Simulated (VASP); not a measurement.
# NiSb (P6_3/mmc) in VASP: a series of runs, part 2 of 2

VASP 6.6.1. Earlier steps stand in the parts before.

## (3) Single point, r2SCAN+D3(BJ), collinear spin (17.27 Å³/atom)

This run uses another cell than the first one, of 17.27 Å³/atom.

Input file POSCAR:

```
NiSb
1.0
    3.9429175843      0.0000000000      0.0000000000
   -1.9714587921      3.4146667930      0.0000000000
    0.0000000000      0.0000000000      5.1297019137
Ni Sb
2 2
Direct
    0.0000000000      0.0000000000      0.0000000000
    0.0000000000      0.0000000000      0.5000000000
    0.3333333333      0.6666666667      0.2500000000
    0.6666666667      0.3333333333      0.7500000000
```

Input file INCAR.step1:

```
SYSTEM = NiSb
  ALGO = Normal
  EDIFF = 1E-4
  ENCUT = 520
  GGA = PE
  ISMEAR = 0
  ISPIN = 2
  LASPH = .True.
  LCHARG = .False.
  LMAXMIX = 4
  LREAL = .False.
  LWAVE = .True.
  MAGMOM = 0.05 0.05 0 0
  NBANDS = 27
  NELM = 150
  PREC = Accurate
  SIGMA = 0.05
```

Input file INCAR.step2:

```
SYSTEM = NiSb
  ALGO = Normal
  EDIFF = 1E-7
  ENCUT = 520
  ISIF = 2
  ISMEAR = 0
  ISPIN = 2
  ISTART = 1
  IVDW = 12
  LASPH = .True.
  LCHARG = .False.
  LMAXMIX = 4
  LMIXTAU = .True.
  LORBIT = 11
  LREAL = .False.
  LWAVE = .False.
  MAGMOM = 0.05 0.05 0 0
  METAGGA = R2SCAN
  NBANDS = 27
  NELM = 150
  PREC = Accurate
  SIGMA = 0.05
  VDW_A1 = 0.49484001
  VDW_A2 = 5.73083694
  VDW_S6 = 1.0
  VDW_S8 = 0.78981345
```

Input file KPOINTS:

```
k-points
0
Gamma
  8 8 6
  0 0 0
```

Potentials or basis: VASP PAW PBE potentials, release 64 (Ni, Sb).

Command:

```sh
$ cat potpaw_PBE.64/Ni/POTCAR potpaw_PBE.64/Sb/POTCAR > POTCAR
$ cp INCAR.step1 INCAR
$ mpirun -np 1 vasp_std > vasp.out
$ cp INCAR.step2 INCAR
$ mpirun -np 1 vasp_std > vasp.out
```

It took 7.9 min on 1 thread of AMD EPYC 9R14 (Zen 4), shared host; peak memory 0.27 GiB.

It converged, with:

```
Free energy                                           : -77.3523 eV
Pressure                                              : -3.1 GPa
Band gap on the k mesh                                : zero (filled and empty bands overlap)
Net moment                                            : 0.00 μB per cell
Valence electrons inside the program's atomic spheres : Ni 9.43; Sb 2.42
Dispersion energy per atom                            : -0.249 eV
```

Stress tensor (GPa, compression positive):
```
-3.21  0.00  0.00
 0.00 -3.21  0.00
 0.00  0.00 -2.86
```

Levels at points of the mesh, in eV from the Fermi level:
Spin up:
| k point | band 12 | band 13 | band 14 | band 15 | band 16 | band 17 | band 18 | band 19 |
| --- | --- | --- | --- | --- | --- | --- | --- | --- |
| (0.00, 0.00, 0.00) | -1.47 | -0.16 | 0.46 | 0.46 | 2.44 | 2.44 | 3.44 | 4.16 |
| (0.50, 0.00, 0.00) | -1.99 | -1.74 | -1.55 | -1.47 | -0.36 | 1.08 | 3.59 | 4.03 |
| (0.00, 0.00, 0.50) | -2.29 | 0.27 | 0.27 | 2.04 | 2.04 | 2.04 | 2.04 | 5.44 |
| (0.50, 0.00, 0.50) | -2.11 | -2.00 | -2.00 | 0.10 | 0.10 | 1.72 | 1.72 | 5.46 |
Spin down:
```tsv
k point	band 11	band 12	band 13	band 14	band 15	band 16	band 17	band 18	band 19	band 20
(0.00, 0.00, 0.00)	-1.47	-1.47	-0.16	0.46	0.46	2.44	2.44	3.44	4.16	5.60
(0.50, 0.00, 0.00)	-2.28	-1.99	-1.74	-1.55	-1.47	-0.36	1.08	3.59	4.03	5.47
(0.00, 0.00, 0.50)	-2.29	-2.29	0.27	0.27	2.04	2.04	2.04	2.04	5.44	5.44
(0.50, 0.00, 0.50)	-2.11	-2.11	-2.00	-2.00	0.10	0.10	1.72	1.72	5.46	5.46
```

Caveat: three body term missing; the cell stands under tension; the PAW data sets were made with another functional, which shifts forces and pressure a little; spin-orbit coupling is left out, which moves the levels of the heavy elements.

## (4) Single point, r2SCAN+D3(BJ), collinear spin

This run uses another cell than the first one, of 17.28 Å³/atom.

Input file POSCAR:

```
NiSb
1.0
    3.9421153819      0.0000000000      0.0000000000
   -1.9710576909      3.4139720654      0.0000000000
    0.0000000000      0.0000000000      5.1344853978
Ni Sb
2 2
Direct
    0.0000000000      0.0000000000      0.0000000000
    0.0000000000      0.0000000000      0.5000000000
    0.3333333333      0.6666666667      0.2500000000
    0.6666666667      0.3333333333      0.7500000000
```

Input file INCAR.step1:

```
SYSTEM = NiSb
PREC = Accurate
ENCUT = 520
ISMEAR = 0
SIGMA = 0.05
LREAL = .FALSE.
LASPH = .TRUE.
NELM = 150
ISPIN = 2
MAGMOM = 0.05 0.05 0 0
LMAXMIX = 4
NBANDS = 27
GGA = PE
ALGO = Normal
EDIFF = 1E-4
LWAVE = .TRUE.
LCHARG = .FALSE.
```

Input file INCAR.step2:

```
SYSTEM = NiSb
PREC = Accurate
ENCUT = 520
EDIFF = 1E-6
ISMEAR = 0
SIGMA = 0.05
LREAL = .FALSE.
LASPH = .TRUE.
NELM = 150
ALGO = Normal
ISIF = 2
LWAVE = .FALSE.
LCHARG = .TRUE.
ISPIN = 2
MAGMOM = 0.05 0.05 0 0
LORBIT = 11
LMAXMIX = 4
METAGGA = R2SCAN
LMIXTAU = .TRUE.
IVDW = 12
VDW_S6 = 1.0
VDW_S8 = 0.78981345
VDW_A1 = 0.49484001
VDW_A2 = 5.73083694
LELF = .TRUE.
LVHAR = .TRUE.
NBANDS = 27
ISTART = 1
```

Input file KPOINTS:

```
regular mesh
0
G
  8 8 6
  0 0 0
```

Command:

```sh
$ cat potpaw_PBE.64/Ni/POTCAR potpaw_PBE.64/Sb/POTCAR > POTCAR
$ cp INCAR.step1 INCAR
$ mpirun -np 1 vasp_std > vasp.out
$ cp INCAR.step2 INCAR
$ mpirun -np 1 vasp_std > vasp.out
```

It took 7.7 min on 1 thread of AMD EPYC 9R14 (Zen 4), shared host; peak memory 0.27 GiB.

The run converged. Its results:

```yaml
Free_energy: -77.3517 eV
Pressure: -3.1 GPa
Band_gap_on_the_k_mesh: zero (filled and empty bands overlap)
Net_moment: 0.00 μB per cell
Valence_electrons_inside_the_program's_atomic_spheres: Ni 9.43; Sb 2.42
Dispersion_energy_per_atom: -0.249 eV
```

Stress tensor (GPa, compression positive):
```
-3.21  0.00  0.00
 0.00 -3.21  0.00
 0.00  0.00 -3.00
```

Levels at points of the mesh, in eV from the Fermi level:
Spin up:
```tsv
k point	band 11	band 12	band 13	band 14	band 15	band 16	band 17	band 18	band 19	band 20
(0.00, 0.00, 0.00)	-1.47	-1.47	-0.17	0.47	0.47	2.45	2.45	3.45	4.16	5.60
(0.50, 0.00, 0.00)	-2.28	-1.99	-1.74	-1.55	-1.47	-0.36	1.08	3.59	4.03	5.47
(0.00, 0.00, 0.50)	-2.29	-2.29	0.26	0.26	2.04	2.04	2.04	2.04	5.44	5.44
(0.50, 0.00, 0.50)	-2.10	-2.10	-2.00	-2.00	0.10	0.10	1.72	1.72	5.45	5.45
```
Spin down:
```
           k point  band 11  band 12  band 13  band 14  band 15  band 16  band 17  band 18  band 19  band 20
(0.00, 0.00, 0.00)    -1.47    -1.47    -0.17     0.47     0.47     2.45     2.45     3.45     4.16     5.60
(0.50, 0.00, 0.00)    -2.28    -1.99    -1.74    -1.55    -1.47    -0.36     1.08     3.59     4.03     5.47
(0.00, 0.00, 0.50)    -2.29    -2.29     0.26     0.26     2.04     2.04     2.04     2.04     5.44     5.44
(0.50, 0.00, 0.50)    -2.10    -2.10    -2.00    -2.00     0.10     0.10     1.72     1.72     5.45     5.45
```

Caveat: three body term missing; the cell stands under tension; the PAW data sets were made with another functional, which shifts forces and pressure a little; spin-orbit coupling is left out, which moves the levels of the heavy elements.

## (5) Single point, r2SCAN+D3(BJ), collinear spin

This run uses another cell than the first one, of 17.28 Å³/atom.

Input file POSCAR:

```
NiSb
1.0
    3.9450708277      0.0000000000      0.0000000000
   -1.9725354138      3.4165315565      0.0000000000
    0.0000000000      0.0000000000      5.1267952905
Ni Sb
2 2
Direct
    0.0000000000      0.0000000000      0.0000000000
    0.0000000000      0.0000000000      0.5000000000
    0.3333333333      0.6666666667      0.2500000000
    0.6666666667      0.3333333333      0.7500000000
```

Input file INCAR.step1:

```
  ALGO = Normal
  EDIFF = 1E-4
  ENCUT = 520
  GGA = PE
  ISMEAR = 0
  ISPIN = 2
  LASPH = T
  LCHARG = F
  LMAXMIX = 4
  LREAL = F
  LWAVE = T
  MAGMOM = 0.05 0.05 0 0
  NBANDS = 27
  NELM = 150
  PREC = Accurate
  SIGMA = 0.05
```

Input file INCAR.step2:

```
  ALGO = Normal
  EDIFF = 1E-6
  ENCUT = 520
  ISIF = 2
  ISMEAR = 0
  ISPIN = 2
  ISTART = 1
  IVDW = 12
  LASPH = T
  LCHARG = T
  LELF = T
  LMAXMIX = 4
  LMIXTAU = T
  LORBIT = 11
  LREAL = F
  LVHAR = T
  LWAVE = F
  MAGMOM = 0.05 0.05 0 0
  METAGGA = R2SCAN
  NBANDS = 27
  NELM = 150
  PREC = Accurate
  SIGMA = 0.05
  VDW_A1 = 0.49484001
  VDW_A2 = 5.73083694
  VDW_S6 = 1.0
  VDW_S8 = 0.78981345
```

Input file KPOINTS:

```
k-points
0
Gamma
  8 8 6
```

Command:

```sh
$ cat potpaw_PBE.64/Ni/POTCAR potpaw_PBE.64/Sb/POTCAR > POTCAR
$ cp INCAR.step1 INCAR
$ mpirun -np 1 vasp_std > vasp.out
$ cp INCAR.step2 INCAR
$ mpirun -np 1 vasp_std > vasp.out
```

Run time: 6.6 min. Hardware: 1 thread of AMD EPYC 9R14 (Zen 4), shared host; peak memory 0.28 GiB.

The run converged. Its results:

| Item | Value |
| --- | --- |
| Free energy | -77.3515 eV |
| Pressure | -3.2 GPa |
| Band gap on the k mesh | zero (filled and empty bands overlap) |
| Net moment | 0.00 μB per cell |
| Valence electrons inside the program's atomic spheres | Ni 9.43; Sb 2.42 |
| Dispersion energy per atom | -0.249 eV |

Stress tensor (GPa, compression positive):
```
-3.33  0.00  0.00
 0.00 -3.33  0.00
 0.00  0.00 -2.81
```

Levels at points of the mesh, in eV from the Fermi level:
Spin up:
```
           k point  band 11  band 12  band 13  band 14  band 15  band 16  band 17  band 18  band 19  band 20
(0.00, 0.00, 0.00)    -1.46    -1.46    -0.15     0.46     0.46     2.44     2.44     3.43     4.17     5.58
(0.50, 0.00, 0.00)    -2.28    -1.99    -1.74    -1.54    -1.46    -0.36     1.09     3.59     4.04     5.47
(0.00, 0.00, 0.50)    -2.29    -2.29     0.27     0.27     2.04     2.04     2.04     2.04     5.44     5.44
(0.50, 0.00, 0.50)    -2.10    -2.10    -2.00    -2.00     0.10     0.10     1.72     1.72     5.47     5.47
```
Spin down:
```
           k point  band 11  band 12  band 13  band 14  band 15  band 16  band 17  band 18  band 19  band 20
(0.00, 0.00, 0.00)    -1.46    -1.46    -0.15     0.46     0.46     2.44     2.44     3.43     4.17     5.58
(0.50, 0.00, 0.00)    -2.28    -1.99    -1.74    -1.54    -1.46    -0.36     1.09     3.59     4.04     5.47
(0.00, 0.00, 0.50)    -2.29    -2.29     0.27     0.27     2.04     2.04     2.04     2.04     5.44     5.44
(0.50, 0.00, 0.50)    -2.10    -2.10    -2.00    -2.00     0.10     0.10     1.72     1.72     5.47     5.47
```

Caveat: three body term missing; the cell stands under tension; the PAW data sets were made with another functional, which shifts forces and pressure a little; spin-orbit coupling is left out, which moves the levels of the heavy elements.

## (6) Summary

| task | level | cell | cutoff (eV) | gap on the mesh (eV) | pressure (GPa) | moment (μB) |
| --- | --- | --- | --- | --- | --- | --- |
| relaxation of shape and atoms at fixed volume | revPBE+D4 | relaxed from a = 3.882, b = 3.882, c = 5.076 Å, angles 90.0, 90.0, 120.0°, 4 atoms | 600 | none | 2.2 | 0.00 |
| single point | r2SCAN+D3(BJ) | a = 3.943, b = 3.943, c = 5.130 Å, angles 90.0, 90.0, 120.0°, 4 atoms | 520 | none | -3.1 | 0.00 |
| single point | r2SCAN+D3(BJ) | a = 3.942, b = 3.942, c = 5.134 Å, angles 90.0, 90.0, 120.0°, 4 atoms | 520 | none | -3.1 | 0.00 |
| single point | r2SCAN+D3(BJ) | a = 3.945, b = 3.945, c = 5.127 Å, angles 90.0, 90.0, 120.0°, 4 atoms | 520 | none | -3.2 | 0.00 |

Alike in all rows: potentials or basis VASP PAW PBE potentials, release 64 (Ni, Sb); spin collinear; k mesh 8 × 8 × 6; smearing gaussian 0.05 eV.

Caveats: the PAW data sets were made with another functional, which shifts forces and pressure a little; spin-orbit coupling is left out, which moves the levels of the heavy elements; three body term missing (at least some runs); the cell stands under tension (at least some runs).

Absolute energies hang on the potentials; compare differences alone.
